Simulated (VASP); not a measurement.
# AlRu (R-3m) in VASP: a series of runs

Runs on AlRu. Level: PBEsol. Tasks: single point.

Program: VASP 6.6.1. These are calculated values, not measurements. Logs are shortened: lines on timing, memory, paths and dates and some standing lists are left out, and cuts for length are marked.

## 1. The cell of the first run

Symmetry: R-3m, No. 166, trigonal system. The conventional cell has a = 4.334 Å, b = 4.334 Å, c = 4.937 Å, α = 90.00°, β = 90.00°, γ = 120.00°. Within 3.3 Å of Al (site symmetry -3m) lie 8 Ru at 2.47 to 2.63 Å and 6 Al at 3.00 Å. Within 3.3 Å of Ru (site symmetry -3m) lie 8 Al at 2.47 to 2.63 Å and 6 Ru at 3.00 Å.

## 2. Single point, PBEsol

The input, INCAR:

```
SYSTEM = AlRu
  PREC = Accurate
  ENCUT = 520
  EDIFF = 1E-7
  ISMEAR = 0
  SIGMA = 0.15
  LREAL = .False.
  LASPH = .True.
  NELM = 100
  ALGO = Fast
  ISIF = 2
  LWAVE = .False.
  LCHARG = .False.
  GGA = PS
  NBANDS = 16
```

The input, KPOINTS:

```
Automatic mesh
0
Gamma
  18 18 18
  0 0 0
```

The input, POSCAR:

```
AlRu
1.0
    2.9933367248     -0.0715131641     -0.0715131641
   -0.0715131641      2.9933367248     -0.0715131641
   -0.0715131641     -0.0715131641      2.9933367248
Al Ru
1 1
Direct
    0.0000000000      0.0000000000      0.0000000000
    0.5000000000      0.5000000000      0.5000000000
```

Potentials or basis: VASP PAW PBE potentials, release 64 (Al, Ru_pv).

Started as:

```console
$ cat potpaw_PBE.64/Al/POTCAR potpaw_PBE.64/Ru_pv/POTCAR > POTCAR
$ mpirun -np 1 vasp_std > vasp.out
```

OUTCAR:

```text
SYSTEM = AlRu
   PREC = Accurate
   ENCUT = 520
   EDIFF = 1E-7
   ISMEAR = 0
   LREAL = .False.
   LASPH = .True.
   NELM = 100
   ISIF = 2
   GGA = PS

 ion  position               nearest neighbor table
   1  0.000  0.000  0.000-   2 2.47   2 2.47   2 2.63   2 2.63   2 2.63   2 2.63   2 2.63   2 2.63

   2  0.500  0.500  0.500-   1 2.47   1 2.47   1 2.63   1 2.63   1 2.63   1 2.63   1 2.63   1 2.63

  LATTYP: Found a trigonal (rhomboedric) cell.
 ALAT       =     2.9950447431
 COS(alpha) =    -0.0471569688

  Lattice vectors:

 A1 = (   2.9933367248,  -0.0715131641,  -0.0715131641)
 A2 = (  -0.0715131641,   2.9933367248,  -0.0715131641)
 A3 = (  -0.0715131641,  -0.0715131641,   2.9933367248)

Analysis of symmetry for initial positions (statically):
=====================================================================
 Subroutine PRICEL returns:
 Original cell was already a primitive cell.

 Routine SETGRP: Setting up the symmetry group for a
 trigonal (rhombohedral) supercell.

 Subroutine GETGRP returns: Found 12 space group operations
 (whereof 12 operations were pure point group operations)
 out of a pool of 12 trial point group operations.

The static configuration has the point symmetry D_3d.

Analysis of symmetry for dynamics (positions and initial velocities):
=====================================================================
 Subroutine PRICEL returns:
 Original cell was already a primitive cell.

 Routine SETGRP: Setting up the symmetry group for a
 trigonal (rhombohedral) supercell.

 Subroutine GETGRP returns: Found 12 space group operations
 (whereof 12 operations were pure point group operations)
 out of a pool of 12 trial point group operations.

The dynamic configuration has the point symmetry D_3d.

 Subroutine INISYM returns: Found 12 space group operations
 (whereof 12 operations are pure point group operations),
 and found     1 'primitive' translations

----------------------------------------------------------------------------------------

                                     Primitive cell

  volume of cell :      26.7738

  direct lattice vectors                    reciprocal lattice vectors
     2.993336725 -0.071513164 -0.071513164     0.334466497  0.008186243  0.008186243
    -0.071513164  2.993336725 -0.071513164     0.008186243  0.334466497  0.008186243
    -0.071513164 -0.071513164  2.993336725     0.008186243  0.008186243  0.334466497

  length of vectors
     2.995044743  2.995044743  2.995044743     0.334666799  0.334666799  0.334666799

  position of ions in fractional coordinates (direct lattice)
     0.000000000  0.000000000  0.000000000
     0.500000000  0.500000000  0.500000000

  ion indices of the primitive-cell ions
   primitive index   ion index
                 1           1
                 2           2

----------------------------------------------------------------------------------------

 KPOINTS: Automatic mesh

Automatic generation of k-mesh.
 Grid dimensions read from file:
 generate k-points for:   18   18   18

 Generating k-lattice:

  Cartesian coordinates                     Fractional coordinates (reciprocal lattice)
     0.018581472  0.000454791  0.000454791     0.055555556  0.000000000  0.000000000
     0.000454791  0.018581472  0.000454791     0.000000000  0.055555556  0.000000000
     0.000454791  0.000454791  0.018581472     0.000000000  0.000000000  0.055555556

  Length of vectors
     0.018592600  0.018592600  0.018592600

  Shift w.r.t. Gamma in fractional coordinates (k-lattice)
     0.000000000  0.000000000  0.000000000

 Subroutine IBZKPT returns following result:
 ===========================================

 Found    580 irreducible k-points:

 Following reciprocal coordinates:
            Coordinates               Weight
  0.000000  0.000000  0.000000      1.000000
  0.055556 -0.000000  0.000000      6.000000
  0.111111 -0.000000  0.000000      6.000000
  0.166667 -0.000000 -0.000000      6.000000
  0.222222  0.000000  0.000000      6.000000
  0.277778  0.000000  0.000000      6.000000
[... 16 lines left out ...]
 -0.277778  0.055556 -0.000000     12.000000
 -0.222222  0.055556  0.000000     12.000000
 [... further k-points ...]
   k-points           NKPTS =    580   k-points in BZ     NKDIM =    580   number of bands    NBANDS=     16
   number of dos      NEDOS =    301   number of ions     NIONS =      2
   total plane-waves  NPLWV =  13824
   dimension x,y,z NGX =    24 NGY =   24 NGZ =   24
   dimension x,y,z NGXF=    48 NGYF=   48 NGZF=   48
   ions per type =               1   1
   NGX,Y,Z   is equivalent  to a cutoff of  13.32, 13.32, 13.32 a.u.
   NGXF,Y,Z  is equivalent  to a cutoff of  26.64, 26.64, 26.64 a.u.
 SYSTEM =  AlRu
   PREC   = accura    normal or accurate (medium, high low for compatibility)
   ISTART =      0    job   : 0-new  1-cont  2-samecut
   ICHARG =      2    charge: 1-file 2-atom 10-const
   ISPIN  =      1    spin polarized calculation?
   LNONCOLLINEAR =      F non collinear calculations
   LSORBIT =      F    spin-orbit coupling
   LASPH  =      T    aspherical Exc in radial PAW
   ENCUT  =  520.0 eV  38.22 Ry    6.18 a.u.   5.57  5.57  5.57*2*pi/ulx,y,z
   NELM   =    100;   NELMIN=  2; NELMDL= -5     # of ELM steps
   EDIFF  = 0.1E-06   stopping-criterion for ELM
   LREAL  =      F    real-space projection
   EDIFFG = 0.1E-05   stopping-criterion for IOM
   NSW    =      0    number of steps for IOM
   IBRION =     -1    ionic relax: 0-MD 1-quasi-New 2-CG
   NFREE  =      0    steps in history (QN), initial steepest desc. (CG)
   ISIF   =      2    stress and relaxation
   ISYM   =      2    0-nonsym 1-usesym 2-fastsym
   POTIM  = 0.5000    time-step for ionic-motion
   TEBEG  =    0.0;   TEEND  =   0.0 temperature during run
   PSTRESS=    0.0 pullay stress
   NELECT =      17.0000    total number of electrons
   NUPDOWN=      -1.0000    fix difference up-down
   EMIN   =  10.00;   EMAX   =-10.00  energy-range for DOS
   EFERMI =   0.00;   METHOD = LEGACY
   ISMEAR =     0;   SIGMA  =   0.15  broadening in eV -4-tet -1-fermi 0-gaus
   EFERMI_NEDOS =   21; number of points for ismear=-14 and -15
   IALGO  =     68    algorithm
   IMIX   =      4    mixing-type and parameters
     AMIX     =   0.40;   BMIX     =  1.00
     AMIX_MAG =   1.60;   BMIX_MAG =  1.00
  volume/ion in A,a.u.               =      13.39        90.34
  Fermi-wavevector in a.u.,A,eV,Ry     =   1.407087  2.659009 26.938090  1.979894
  Thomas-Fermi vector in A             =   2.529382
   LORBIT       =      0    0 simple, 1 ext, 2 COOP (PROOUT), +10 PAW based schemes
   GGA     = PS    functional components
   LHFCALC =     F    Hartree Fock is set to
   AEXX    =    0.0000 exact exchange contribution
   IVDW    =     0    specifies the selected vdW correction
   LEPSILON=     F    determine dielectric tensor
   LRPA    =     F    only Hartree local field effects (RPA)
 non-spin polarized calculation
 RMM-DIIS sequential band-by-band and
 Gauss-broadening in eV      SIGMA  =   0.15
  energy-cutoff  :      520.00
  volume of cell :       26.77
 maximum number of plane-waves:       738
   NGX = 11   NGY = 11   NGZ = 11

 number of electron      16.9999996 magnetization

 Free energy of the ion-electron system (eV)
  ---------------------------------------------------
  ext. energy  EPLUGINS =         0.00000000
  ---------------------------------------------------
  free energy    TOTEN  =       -15.44159339 eV

  energy without entropy =      -15.42464424  energy(sigma->0) =      -15.43311881

 E-fermi :  10.5974     XC(G=0): -12.6833

 val. band max:       10.5960034797   @ k =  -0.1111   0.3333   0.0556
 cond. band min:      10.5986399140   @ k =   0.4444   0.2222   0.2222
 fundamental gap:      0.0026364343
 Fermi energy:        10.5973572688

 k-point     1 :       0.0000    0.0000    0.0000
  band No.  band energies     occupation
      1     -31.1411      2.00000
      2     -31.1031      2.00000
      3     -31.1031      2.00000
      4       0.9170      2.00000
      5       7.0175      2.00000
      6       7.0175      2.00000
[... 8 lines left out ...]
     15      22.6117      0.00000
     16      25.7103      0.00000

 k-point     2 :       0.0556   -0.0000    0.0000
  band No.  band energies     occupation
      1     -31.1430      2.00000
      2     -31.1071      2.00000
      3     -31.1026      2.00000
      4       0.9768      2.00000
      5       7.0382      2.00000
      6       7.0384      2.00000
[... 8 lines left out ...]
     15      22.6121      0.00000
     16      25.8895      0.00000

 k-point     3 :       0.1111   -0.0000    0.0000
  band No.  band energies     occupation
      1     -31.1522      2.00000
      2     -31.1148      2.00000
      3     -31.1011      2.00000
      4       1.1543      2.00000
      5       7.0909      2.00000
      6       7.0985      2.00000
[... 8 lines left out ...]
     15      22.6152      0.00000
     16      26.4428      0.00000

 k-point     4 :       0.1667   -0.0000   -0.0000
  band No.  band energies     occupation
      1     -31.1740      2.00000
      2     -31.1186      2.00000
      3     -31.0988      2.00000
      4       1.4448      2.00000
      5       7.1437      2.00000
      6       7.1930      2.00000
[... 8 lines left out ...]
     15      22.9241      0.00000
     16      27.3116      0.00000

 k-point     5 :       0.2222    0.0000    0.0000
  band No.  band energies     occupation
      1     -31.2057      2.00000
      2     -31.1184      2.00000
      3     -31.0959      2.00000
      4       1.8402      2.00000
      5       7.1428      2.00000
      6       7.3129      2.00000
[... 8 lines left out ...]
     15      23.3081      0.00000
     16      27.2230      0.00000

 k-point     6 :       0.2778    0.0000    0.0000
  band No.  band energies     occupation
      1     -31.2407      2.00000
      2     -31.1165      2.00000
      3     -31.0929      2.00000
      4       2.3300      2.00000
      5       7.0207      2.00000
      6       7.4453      2.00000
[... 8 lines left out ...]
     15      23.5933      0.00000
     16      26.2349      0.00000

 k-point     7 :       0.3333    0.0000    0.0000
  band No.  band energies     occupation
      1     -31.2740      2.00000
      2     -31.1143      2.00000
      3     -31.0901      2.00000
      4       2.9009      2.00000
      5       6.7248      2.00000
      6       7.5739      2.00000
[... 8 lines left out ...]
     15      23.8002      0.00000
     16      25.2444      0.00000

 k-point     8 :       0.3889    0.0000    0.0000
  band No.  band energies     occupation
      1     -31.3012      2.00000
      2     -31.1122      2.00000
      3     -31.0878      2.00000
      4       3.5357      2.00000
      5       6.2522      2.00000
      6       7.6811      2.00000
[... 8 lines left out ...]
     15      24.2950      0.00000
     16      24.7081      0.00000

 k-point     9 :       0.4444    0.0000    0.0000
  band No.  band energies     occupation
      1     -31.3189      2.00000
      2     -31.1109      2.00000
      3     -31.0863      2.00000
      4       4.2075      2.00000
      5       5.6541      2.00000
      6       7.7517      2.00000
[... 8 lines left out ...]
     15      23.8040      0.00000
     16      24.1858      0.00000
[... 172 lines left out ...]
 k-point    19 :       0.5000    0.0556    0.0000
  band No.  band energies     occupation
      1     -31.3243      2.00000
      2     -31.1135      2.00000
      3     -31.0882      2.00000
      4       4.8006      2.00000
      5       5.1319      2.00000
      6       7.8085      2.00000
[... 8 lines left out ...]
     15      23.3460      0.00000
     16      24.5782      0.00000

 k-point    20 :      -0.4444    0.0556    0.0000
  band No.  band energies     occupation
      1     -31.3180      2.00000
      2     -31.1140      2.00000
      3     -31.0887      2.00000
      4       4.2146      2.00000
      5       5.6886      2.00000
      6       7.7917      2.00000
[... 8 lines left out ...]
     15      23.6276      0.00000
     16      24.4753      0.00000

 k-point    21 :      -0.3889    0.0556   -0.0000
  band No.  band energies     occupation
      1     -31.3002      2.00000
      2     -31.1153      2.00000
      3     -31.0902      2.00000
      4       3.5436      2.00000
      5       6.2816      2.00000
      6       7.7231      2.00000
[... 8 lines left out ...]
     15      24.3183      0.00000
     16      24.5315      0.00000

 k-point    22 :      -0.3333    0.0556   -0.0000
  band No.  band energies     occupation
      1     -31.2730      2.00000
      2     -31.1173      2.00000
      3     -31.0925      2.00000
      4       2.9145      2.00000
      5       6.7542      2.00000
      6       7.6135      2.00000
[... 8 lines left out ...]
     15      23.9039      0.00000
     16      24.8511      0.00000

 k-point    23 :      -0.2778    0.0556   -0.0000
  band No.  band energies     occupation
      1     -31.2396      2.00000
      2     -31.1196      2.00000
      3     -31.0953      2.00000
      4       2.3510      2.00000
      5       7.0570      2.00000
      6       7.4815      2.00000
[... 8 lines left out ...]
     15      23.7343      0.00000
     16      25.7914      0.00000

 k-point    24 :      -0.2222    0.0556    0.0000
  band No.  band energies     occupation
      1     -31.2046      2.00000
      2     -31.1216      2.00000
      3     -31.0983      2.00000
      4       1.8691      2.00000
      5       7.1828      2.00000
      6       7.3471      2.00000
[... 8 lines left out ...]
     15      23.4401      0.00000
     16      26.7825      0.00000

 [... further k-points ...]
[... 5 lines left out ...]
  --------------------------------------------------------------------------------------
  -------------------------------------------------------------------------------------
  Total       -0.3452467     -0.3452467     -0.3452467      1.2258596      1.2258596      1.2258596
  in kB      -20.6599606    -20.6599606    -20.6599606     73.3568606     73.3568606     73.3568606
  external PRESSURE =     -20.6599606 kB  Pullay stress =       0.0000000 kB

 VOLUME and BASIS-vectors are now :
 -----------------------------------------------------------------------------
  energy-cutoff  :      520.00
  volume of cell :       26.77
      direct lattice vectors                 reciprocal lattice vectors
     2.993336725 -0.071513164 -0.071513164     0.334466497  0.008186243  0.008186243
    -0.071513164  2.993336725 -0.071513164     0.008186243  0.334466497  0.008186243
    -0.071513164 -0.071513164  2.993336725     0.008186243  0.008186243  0.334466497

 POSITION                                       TOTAL-FORCE (eV/Angst)
 -----------------------------------------------------------------------------------
      0.00000      0.00000      0.00000         0.000000     -0.000000      0.000000
      1.42516      1.42516      1.42516        -0.000000      0.000000     -0.000000
 -----------------------------------------------------------------------------------
    total drift:                                0.000000     -0.000000     -0.000000

  FREE ENERGIE OF THE ION-ELECTRON SYSTEM (eV)
  ---------------------------------------------------
  free  energy   TOTEN  =       -15.4415933870 eV

  energy  without entropy=      -15.4246442414  energy(sigma->0) =      -15.43311881
```

It took 3 min on 1 thread of Intel Xeon Platinum 8375C at 2.90GHz (Ice Lake), shared host; peak memory 0.34 GiB.

What came out:

```
Free energy : -15.4416 eV
Pressure    : -2.1 GPa
```

Caveat: the PAW data sets were made with another functional, which shifts forces and pressure a little.

## 3. Single point, PBEsol

The input, INCAR:

```
PREC = Accurate
ENCUT = 520
EDIFF = 1E-7
ISMEAR = 0
SIGMA = 0.15
LREAL = F
LASPH = T
NELM = 60
ALGO = Fast
ISIF = 2
LWAVE = F
LCHARG = F
GGA = PS
NBANDS = 16
```

The input, KPOINTS:

```
regular mesh
0
Gamma
  18 18 18
```

The input, POSCAR:

```
AlRu
1.0
    2.9935859682      0.0777554797      0.0777554797
    0.0777554797      2.9935859682      0.0777554797
    0.0777554797      0.0777554797      2.9935859682
Al Ru
1 1
Direct
    0.0000000000      0.0000000000      0.0000000000
    0.5000000000      0.5000000000      0.5000000000
```

Potentials or basis: VASP PAW PBE potentials, release 64 (Al, Ru_pv).

Started as:

```console
$ cat potpaw_PBE.64/Al/POTCAR potpaw_PBE.64/Ru_pv/POTCAR > POTCAR
$ mpirun -np 1 vasp_std > vasp.out
```

Run time: 2.7 min. Hardware: 1 thread of Intel Xeon Platinum 8375C at 2.90GHz (Ice Lake), shared host; peak memory 0.34 GiB.

It converged, with:

```yaml
Free_energy: -15.4499 eV
Pressure: -2.1 GPa
```

Stress tensor (GPa, compression positive):
```
-2.13 -5.58 -5.58
-5.58 -2.13 -5.58
-5.58 -5.58 -2.13
```

Levels at points of the mesh, in eV from the Fermi level:
```
           k point  band 6  band 7  band 8  band 9  band 10  band 11  band 12  band 13
(0.00, 0.00, 0.00)   -3.57    0.03    0.03    0.36     6.06     6.06     6.22    11.08
(0.50, 0.00, 0.00)   -2.83   -1.71   -1.43    0.39     2.29     7.43    10.67    11.26
(0.50, 0.50, 0.00)   -1.69   -1.17   -1.14   -0.99     1.50     5.15     6.46    10.31
(0.50, 0.50, 0.50)   -4.54    1.59    1.59    2.15     3.81     4.54     4.54     7.75
```

Caveat: the PAW data sets were made with another functional, which shifts forces and pressure a little.
